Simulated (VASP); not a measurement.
# BP (F-43m) in VASP: a series of runs

BP is run at these levels: PBEsol-based global hybrid, HF, HSE06, PBEsol; tasks: single point, relaxation of cell and atoms.

Everything below comes from runs of VASP 6.6.1. Logs are shortened: lines on timing, memory, paths and dates and some standing lists are left out, and cuts for length are marked.

## (1) The cell of the first run

The structure is cubic, space group F-43m (No. 216). Conventional cell: a = 4.538 Å, b = 4.538 Å, c = 4.538 Å, α = 90.00°, β = 90.00°, γ = 90.00°. P (site symmetry -43m) has 4 B at 1.97 Å within 2.6 Å. B (site symmetry -43m) has 4 P at 1.97 Å within 2.6 Å.

## (2) Single point, PBEsol-based global hybrid

Contents of POSCAR:

```
BP
1.0
    0.0000000000      2.2690000000      2.2690000000
    2.2690000000      0.0000000000      2.2690000000
    2.2690000000      2.2690000000      0.0000000000
P B
1 1
Direct
    0.7500000000      0.7500000000      0.7500000000
    0.0000000000      0.0000000000      0.0000000000
```

Contents of INCAR.step1:

```
SYSTEM = BP
PREC = Accurate
ENCUT = 520
EDIFF = 1E-5
ISMEAR = -1
SIGMA = 0.05
LREAL = .False.
LASPH = .True.
NELM = 100
ALGO = Normal
ISIF = 2
LWAVE = .True.
LCHARG = .False.
NBANDS = 11
GGA = PE
```

Contents of INCAR.step2:

```
SYSTEM = BP
PREC = Accurate
ENCUT = 520
EDIFF = 1E-6
ISMEAR = -1
SIGMA = 0.05
LREAL = .False.
LASPH = .True.
NELM = 100
ALGO = Normal
ISIF = 2
LWAVE = .False.
LCHARG = .False.
GGA = PS
LHFCALC = .True.
AEXX = 0.25
PRECFOCK = Normal
NBANDS = 11
ISTART = 1
```

Contents of KPOINTS:

```
Automatic mesh
0
Gamma
  5 5 5
  0 0 0
```

Potentials or basis: VASP PAW PBE potentials, release 64 (P, B).

The run is started by

```bash
> cat potpaw_PBE.64/P/POTCAR potpaw_PBE.64/B/POTCAR > POTCAR
> cp INCAR.step1 INCAR
> mpirun -np 1 vasp_std > vasp.out
> cp INCAR.step2 INCAR
> mpirun -np 1 vasp_std > vasp.out
```

OUTCAR:

```text
SYSTEM = BP
   PREC = Accurate
   ENCUT = 520
   EDIFF = 1E-6
   ISMEAR = -1
   LREAL = .False.
   LASPH = .True.
   NELM = 100
   ISIF = 2
   GGA = PS
   LHFCALC = .True.
   AEXX = 0.25
   PRECFOCK = Normal
   ISTART = 1

 ion  position               nearest neighbor table
   1  0.750  0.750  0.750-   2 1.97   2 1.97   2 1.97   2 1.97
   2  0.000  0.000  0.000-   1 1.97   1 1.97   1 1.97   1 1.97

  LATTYP: Found a face centered cubic cell.
 ALAT       =     4.5380000000

  Lattice vectors:

 A1 = (   0.0000000000,   2.2690000000,   2.2690000000)
 A2 = (   2.2690000000,   0.0000000000,   2.2690000000)
 A3 = (   2.2690000000,   2.2690000000,   0.0000000000)

Analysis of symmetry for initial positions (statically):
=====================================================================
 Subroutine PRICEL returns:
 Original cell was already a primitive cell.

 Routine SETGRP: Setting up the symmetry group for a
 face centered cubic supercell.

 Subroutine GETGRP returns: Found 24 space group operations
 (whereof 24 operations were pure point group operations)
 out of a pool of 48 trial point group operations.

The static configuration has the point symmetry T_d .

Analysis of symmetry for dynamics (positions and initial velocities):
=====================================================================
 Subroutine PRICEL returns:
 Original cell was already a primitive cell.

 Routine SETGRP: Setting up the symmetry group for a
 face centered cubic supercell.

 Subroutine GETGRP returns: Found 24 space group operations
 (whereof 24 operations were pure point group operations)
 out of a pool of 48 trial point group operations.

The dynamic configuration has the point symmetry T_d .

 Subroutine INISYM returns: Found 24 space group operations
 (whereof 24 operations are pure point group operations),
 and found     1 'primitive' translations

----------------------------------------------------------------------------------------

                                     Primitive cell

  volume of cell :      23.3633

  direct lattice vectors                    reciprocal lattice vectors
     0.000000000  2.269000000  2.269000000    -0.220361393  0.220361393  0.220361393
     2.269000000  0.000000000  2.269000000     0.220361393 -0.220361393  0.220361393
     2.269000000  2.269000000  0.000000000     0.220361393  0.220361393 -0.220361393

  length of vectors
     3.208850573  3.208850573  3.208850573     0.381677128  0.381677128  0.381677128

  position of ions in fractional coordinates (direct lattice)
     0.750000000  0.750000000  0.750000000
     0.000000000  0.000000000  0.000000000

  ion indices of the primitive-cell ions
   primitive index   ion index
                 1           1
                 2           2

----------------------------------------------------------------------------------------

 KPOINTS: Automatic mesh

Automatic generation of k-mesh.
 Grid dimensions read from file:
 generate k-points for:    5    5    5

 Generating k-lattice:

  Cartesian coordinates                     Fractional coordinates (reciprocal lattice)
    -0.044072279  0.044072279  0.044072279     0.200000000  0.000000000  0.000000000
     0.044072279 -0.044072279  0.044072279     0.000000000  0.200000000  0.000000000
     0.044072279  0.044072279 -0.044072279     0.000000000  0.000000000  0.200000000

  Length of vectors
     0.076335426  0.076335426  0.076335426

  Shift w.r.t. Gamma in fractional coordinates (k-lattice)
     0.000000000  0.000000000  0.000000000

 Subroutine IBZKPT returns following result:
 ===========================================

 Found     10 irreducible k-points:

 Following reciprocal coordinates:
            Coordinates               Weight
  0.000000  0.000000  0.000000      1.000000
  0.200000  0.000000  0.000000      8.000000
  0.400000  0.000000  0.000000      8.000000
  0.200000  0.200000  0.000000      6.000000
  0.400000  0.200000  0.000000     24.000000
 -0.400000  0.200000  0.000000     24.000000
 -0.200000  0.200000  0.000000     12.000000
  0.400000  0.400000  0.000000      6.000000
 -0.400000  0.400000  0.000000     12.000000
 -0.400000  0.400000  0.200000     24.000000
   k-points           NKPTS =     10   k-points in BZ     NKDIM =    125   number of bands    NBANDS=     11
   number of dos      NEDOS =    301   number of ions     NIONS =      2
   total plane-waves  NPLWV =  13824
   dimension x,y,z NGX =    24 NGY =   24 NGZ =   24
   dimension x,y,z NGXF=    48 NGYF=   48 NGZF=   48
   ions per type =               1   1
   NGX,Y,Z   is equivalent  to a cutoff of  12.43, 12.43, 12.43 a.u.
   NGXF,Y,Z  is equivalent  to a cutoff of  24.87, 24.87, 24.87 a.u.
 SYSTEM =  BP
   PREC   = accura    normal or accurate (medium, high low for compatibility)
   ISTART =      1    job   : 0-new  1-cont  2-samecut
   ICHARG =      0    charge: 1-file 2-atom 10-const
   ISPIN  =      1    spin polarized calculation?
   LNONCOLLINEAR =      F non collinear calculations
   LSORBIT =      F    spin-orbit coupling
   LASPH  =      T    aspherical Exc in radial PAW
   ENCUT  =  520.0 eV  38.22 Ry    6.18 a.u.   5.97  5.97  5.97*2*pi/ulx,y,z
   NELM   =    100;   NELMIN=  2; NELMDL=  0     # of ELM steps
   EDIFF  = 0.1E-05   stopping-criterion for ELM
   LREAL  =      F    real-space projection
   EDIFFG = 0.1E-04   stopping-criterion for IOM
   NSW    =      0    number of steps for IOM
   IBRION =     -1    ionic relax: 0-MD 1-quasi-New 2-CG
   NFREE  =      0    steps in history (QN), initial steepest desc. (CG)
   ISIF   =      2    stress and relaxation
   ISYM   =      3    0-nonsym 1-usesym 2-fastsym
   POTIM  = 0.5000    time-step for ionic-motion
   TEBEG  =    0.0;   TEEND  =   0.0 temperature during run
   PSTRESS=    0.0 pullay stress
   NELECT =       8.0000    total number of electrons
   NUPDOWN=      -1.0000    fix difference up-down
   EMIN   =  10.00;   EMAX   =-10.00  energy-range for DOS
   EFERMI =   0.00;   METHOD = LEGACY
   ISMEAR =    -1;   SIGMA  =   0.05  broadening in eV -4-tet -1-fermi 0-gaus
   EFERMI_NEDOS =   21; number of points for ismear=-14 and -15
   IALGO  =     38    algorithm
   IMIX   =      1    mixing-type and parameters
     AMIX     =   0.40;   BMIX     =  1.00
     AMIX_MAG =   1.60;   BMIX_MAG =  1.00
  volume/ion in A,a.u.               =      11.68        78.83
  Fermi-wavevector in a.u.,A,eV,Ry     =   1.145320  2.164342 17.847562  1.311759
  Thomas-Fermi vector in A             =   2.282009
   LORBIT       =      0    0 simple, 1 ext, 2 COOP (PROOUT), +10 PAW based schemes
   GGA     = PS    functional components
   LHFCALC =     T    Hartree Fock is set to
   PRECFOCK=normal    Normal, Fast or Accurate (Low or Medium for compatibility)
   ENCUT4O =  -1.0   cutoff for four orbital integrals eV
   NKREDX  =     1    reduce k-point grid by
   NKREDY  =     1    reduce k-point grid by
   NKREDZ  =     1    reduce k-point grid by
   AEXX    =    0.2500 exact exchange contribution
   HFSCREEN=    0.0000 screening length (either q_TF or 0.3 A-1)
   HFSCREENC=   0.0000 screening length for correlation (either q_TF or 0.3 A-1)
   ENCUTFOCK=  -1.0 apply spherical cutoff to Coloumb kernel
   IVDW    =     0    specifies the selected vdW correction
   LEPSILON=     F    determine dielectric tensor
   LRPA    =     F    only Hartree local field effects (RPA)
 non-spin polarized calculation
  energy-cutoff  :      520.00
  volume of cell :       23.36
 maximum number of plane-waves:       635
  NGX = 18; NGY = 18; NGZ = 18

 number of electron       8.0000000 magnetization

 Free energy of the ion-electron system (eV)
  ---------------------------------------------------
  ext. energy  EPLUGINS =         0.00000000
  ---------------------------------------------------
  free energy    TOTEN  =       -16.25904464 eV

  energy without entropy =      -16.25904464  energy(sigma->0) =      -16.25904464

 E-fermi :   7.6710     XC(G=0):  -8.6953

 val. band max:        6.6030166913   @ k =   0.0000   0.0000   0.0000
 cond. band min:       9.2495712245   @ k =   0.4000   0.4000   0.0000
 fundamental gap:      2.6465545332
 Fermi energy:         7.6710383169

 k-point     1 :       0.0000    0.0000    0.0000
  band No.  band energies     occupation
      1     -10.5671      2.00000
      2       6.6030      2.00000
      3       6.6030      2.00000
      4       6.6030      2.00000
      5      11.6566      0.00000
      6      11.6566      0.00000
      7      11.6566      0.00000
      8      16.0387      0.00000
      9      19.7887      0.00000
     10      20.8326      0.00000
     11      20.8326      0.00000

 k-point     2 :       0.2000    0.0000    0.0000
  band No.  band energies     occupation
      1      -9.7812      2.00000
      2       2.5821      2.00000
      3       5.6760      2.00000
      4       5.6760      2.00000
      5      12.3199      0.00000
      6      12.8815      0.00000
      7      12.8815      0.00000
      8      17.7860      0.00000
      9      19.4023      0.00000
     10      19.4023      0.00000
     11      21.3540      0.00000

 k-point     3 :       0.4000    0.0000    0.0000
  band No.  band energies     occupation
      1      -7.6510      2.00000
      2      -2.3480      2.00000
      3       4.7686      2.00000
      4       4.7686      2.00000
      5      12.1167      0.00000
      6      13.1319      0.00000
      7      13.1319      0.00000
      8      18.6778      0.00000
      9      21.9017      0.00000
     10      21.9017      0.00000
     11      22.7524      0.00000

 k-point     4 :       0.2000    0.2000    0.0000
  band No.  band energies     occupation
      1      -9.5161      2.00000
      2       3.7158      2.00000
      3       4.2374      2.00000
      4       4.2374      2.00000
      5      10.2855      0.00000
      6      14.4570      0.00000
      7      15.1332      0.00000
      8      15.1332      0.00000
      9      19.9666      0.00000
     10      21.9366      0.00000
     11      22.7458      0.00000

 k-point     5 :       0.4000    0.2000    0.0000
  band No.  band energies     occupation
      1      -7.7768      2.00000
      2      -0.5382      2.00000
      3       2.8411      2.00000
      4       3.4060      2.00000
      5      10.9215      0.00000
      6      14.3680      0.00000
      7      15.8872      0.00000
      8      16.0727      0.00000
      9      22.1852      0.00000
     10      23.5880      0.00000
     11      24.4361      0.00000

 k-point     6 :      -0.4000    0.2000    0.0000
  band No.  band energies     occupation
      1      -6.3667      2.00000
      2      -2.7657      2.00000
      3       1.5793      2.00000
      4       3.8461      2.00000
      5      11.5098      0.00000
      6      15.1687      0.00000
      7      15.4641      0.00000
      8      18.9573      0.00000
      9      20.1933      0.00000
     10      21.1253      0.00000
     11      25.3364      0.00000

 k-point     7 :      -0.2000    0.2000    0.0000
  band No.  band energies     occupation
      1      -8.5126      2.00000
      2       0.7585      2.00000
      3       2.0116      2.00000
      4       5.2327      2.00000
      5      12.7988      0.00000
      6      13.7882      0.00000
      7      14.7836      0.00000
      8      16.9340      0.00000
      9      17.9434      0.00000
     10      22.4041      0.00000
     11      24.7106      0.00000

 k-point     8 :       0.4000    0.4000    0.0000
  band No.  band energies     occupation
      1      -6.5408      2.00000
      2      -1.3326      2.00000
      3       2.2856      2.00000
      4       2.2856      2.00000
      5       9.2496      0.00000
      6      10.4213      0.00000
      7      19.9493      0.00000
      8      19.9493      0.00000
      9      23.6270      0.00000
     10      24.8527      0.00000
     11      27.0752      0.00000

 k-point     9 :      -0.4000    0.4000    0.0000
  band No.  band energies     occupation
      1      -5.0766      2.00000
      2      -2.7082      2.00000
      3       0.1139      2.00000
      4       2.4721      2.00000
      5       9.9564      0.00000
      6      12.9779      0.00000
      7      19.3481      0.00000
      8      20.0326      0.00000
      9      21.3303      0.00000
     10      22.5605      0.00000
     11      27.2970      0.00000

 k-point    10 :      -0.4000    0.4000    0.2000
  band No.  band energies     occupation
      1      -5.8512      2.00000
      2      -1.7820      2.00000
      3       0.3479      2.00000
      4       1.8618      2.00000
      5      12.8888      0.00000
      6      13.9602      0.00000
      7      15.3140      0.00000
      8      19.3704      0.00000
      9      20.2920      0.00000
     10      23.4406      0.00000
     11      27.0095      0.00000

------------------------ aborting loop because EDIFF is reached ----------------------------------------

  FORCE on cell =-STRESS in cart. coord.  units (eV):
  Direction    XX          YY          ZZ          XY          YZ          ZX
  --------------------------------------------------------------------------------------
  -------------------------------------------------------------------------------------
  Total       -0.5519344     -0.5519344     -0.5519344      0.0000000     -0.0000000      0.0000000
  in kB      -37.8498856    -37.8498856    -37.8498856      0.0000000     -0.0000000      0.0000000
  external PRESSURE =     -37.8498856 kB  Pullay stress =       0.0000000 kB

 VOLUME and BASIS-vectors are now :
 -----------------------------------------------------------------------------
  energy-cutoff  :      520.00
  volume of cell :       23.36
      direct lattice vectors                 reciprocal lattice vectors
     0.000000000  2.269000000  2.269000000    -0.220361393  0.220361393  0.220361393
     2.269000000  0.000000000  2.269000000     0.220361393 -0.220361393  0.220361393
     2.269000000  2.269000000  0.000000000     0.220361393  0.220361393 -0.220361393

 POSITION                                       TOTAL-FORCE (eV/Angst)
 -----------------------------------------------------------------------------------
      3.40350      3.40350      3.40350        -0.000000     -0.000000     -0.000000
      0.00000      0.00000      0.00000         0.000000      0.000000      0.000000
 -----------------------------------------------------------------------------------
    total drift:                               -0.000000     -0.000000     -0.000000

  FREE ENERGIE OF THE ION-ELECTRON SYSTEM (eV)
  ---------------------------------------------------
  free  energy   TOTEN  =       -16.2590446392 eV

  energy  without entropy=      -16.2590446391  energy(sigma->0) =      -16.25904464
```

Run time: 60 s. Hardware: 1 thread of Intel Xeon 6975P-C (Granite Rapids), shared host; peak memory 0.13 GiB.

Results:

```yaml
Free_energy: -16.2590 eV
Pressure: -3.8 GPa
Band_gap_on_the_k_mesh: 2.65 eV, indirect (least direct gap 5.05 eV)
```

Caveat: the k points lie up to 0.48 Å⁻¹ apart; the PAW data sets were made with another functional, which shifts forces and pressure a little. A k mesh can miss the band edges.

## (3) Single point, HF

This run uses another cell than the first one, of 12.05 Å³/atom, 1.032 times its volume.

Contents of POSCAR:

```
BP
1.0
    0.0000000000      2.2928777642      2.2928777642
    2.2928777642      0.0000000000      2.2928777642
    2.2928777642      2.2928777642      0.0000000000
P B
1 1
Direct
    0.7500000000      0.7500000000      0.7500000000
    0.0000000000      0.0000000000      0.0000000000
```

Contents of INCAR.step1:

```
  ALGO = Normal
  EDIFF = 1E-5
  ENCUT = 520
  GGA = PE
  ISIF = 2
  ISMEAR = -1
  LASPH = T
  LCHARG = F
  LREAL = F
  LWAVE = T
  NBANDS = 11
  NELM = 80
  PREC = Accurate
  SIGMA = 0.05
```

Contents of INCAR.step2:

```
  AEXX = 1.0
  AGGAC = 0.0
  ALDAC = 0.0
  ALGO = Normal
  EDIFF = 1E-7
  ENCUT = 520
  GGA = PE
  ISIF = 2
  ISMEAR = -1
  ISTART = 1
  LASPH = T
  LCHARG = F
  LHFCALC = T
  LREAL = F
  LWAVE = F
  NBANDS = 11
  NELM = 80
  PREC = Accurate
  PRECFOCK = Normal
  SIGMA = 0.05
```

Contents of KPOINTS:

```
k-points
0
Gamma
  5 5 5
```

Potentials or basis: VASP PAW PBE potentials, release 64 (P, B).

The run is started by

```bash
> cat potpaw_PBE.64/P/POTCAR potpaw_PBE.64/B/POTCAR > POTCAR
> cp INCAR.step1 INCAR
> mpirun -np 1 vasp_std > vasp.out
> cp INCAR.step2 INCAR
> mpirun -np 1 vasp_std > vasp.out
```

It took 2.1 min on 1 thread of Intel Xeon 6975P-C (Granite Rapids), shared host; peak memory 0.14 GiB.

Results (log left out):

- Free energy: -21.4827 eV
- Pressure: -1.8 GPa
- Band gap on the k mesh: 8.08 eV, indirect (least direct gap 10.88 eV)

Levels at points of the mesh, in eV from the valence-band top:
```
           k point  band 1  band 2  band 3  band 4  band 5  band 6  band 7  band 8  band 9
(0.00, 0.00, 0.00)  -21.24    0.00    0.00    0.00   10.88   10.88   10.88   15.84   19.60
```

Caveat: the k points lie up to 0.47 Å⁻¹ apart; the PAW data sets were made with another functional, which shifts forces and pressure a little. A k mesh can miss the band edges.

## (4) Relaxation of cell and atoms, HSE06

Contents of POSCAR:

```
BP
1.0
    0.0000000000      2.2690000000      2.2690000000
    2.2690000000      0.0000000000      2.2690000000
    2.2690000000      2.2690000000      0.0000000000
P B
1 1
Direct
    0.7500000000      0.7500000000      0.7500000000
    0.0000000000      0.0000000000      0.0000000000
```

Contents of INCAR.step1:

```
PREC = Accurate ; ENCUT = 600
EDIFF = 1E-5 ; ISMEAR = -1
SIGMA = 0.05 ; LREAL = F
LASPH = T ; NELM = 80
ALGO = Normal ; LWAVE = T
LCHARG = F ; GGA = PE
NBANDS = 11
```

Contents of INCAR.step2:

```
PREC = Accurate ; ENCUT = 600
EDIFF = 1E-7 ; ISMEAR = -1
SIGMA = 0.05 ; LREAL = F
LASPH = T ; NELM = 80
ALGO = Normal ; ISIF = 3
LWAVE = F ; LCHARG = F
GGA = PE ; LHFCALC = T
HFSCREEN = 0.2079 ; PRECFOCK = Normal
IBRION = 2 ; NSW = 60
EDIFFG = -0.01 ; ISTART = 1
```

Contents of KPOINTS:

```
Automatic mesh
0
Gamma
  5 5 5
```

The run is started by

```bash
> cat potpaw_PBE.64/P/POTCAR potpaw_PBE.64/B/POTCAR > POTCAR
> cp INCAR.step1 INCAR
> mpirun -np 1 vasp_std > vasp.out
> cp INCAR.step2 INCAR
> mpirun -np 1 vasp_std > vasp.out
```

Run time: 3.4 min. Hardware: 1 thread of Intel Xeon 6975P-C (Granite Rapids), shared host; peak memory 0.25 GiB.

It converged, with:

```yaml
Free_energy: -14.7942 eV
Relaxed_volume: 11.56 Å³/atom
Relaxed_cell: a = 3.198 Å, b = 3.198 Å, c = 3.198 Å, α = 60.00°, β = 60.00°, γ = 60.00°
Space_group_after_relaxing_to_0.05_Å: F-43m (No. 216)
Energy_gained_by_relaxing: 0.7 meV/atom
Ionic_steps: 3
Pressure_after_relaxing: 0.0 GPa
Band_gap_on_the_k_mesh: 1.96 eV, indirect (least direct gap 4.36 eV)
```

Step by step:
| step | energy change (eV) | largest force (eV/Å) | pressure (GPa) | volume (Å³) |
| --- | --- | --- | --- | --- |
| 1 | 0.0000 | 0.0000 | -1.79 | 23.36 |
| 2 | -0.0005 | 0.0000 | 1.50 | 22.92 |
| 3 | -0.0014 | 0.0000 | 0.00 | 23.12 |

Final structure:
```
P B
1.0
     0.00000    2.26111    2.26111
     2.26111    0.00000    2.26111
     2.26111    2.26111    0.00000
P B
1 1
Direct
  0.75000 0.75000 0.75000
  0.00000 0.00000 0.00000
```

Levels at points of the mesh, in eV from the valence-band top:
```csv
k point,band 1,band 2,band 3,band 4,band 5,band 6,band 7,band 8
"(0.00, 0.00, 0.00)",-17.19,0.00,0.00,0.00,4.36,4.36,4.36,8.87
```

Caveat: the k points lie up to 0.48 Å⁻¹ apart in the final cell; the PAW data sets were made with another functional, which shifts forces and pressure a little.

(Continued in part 2 of 2.)
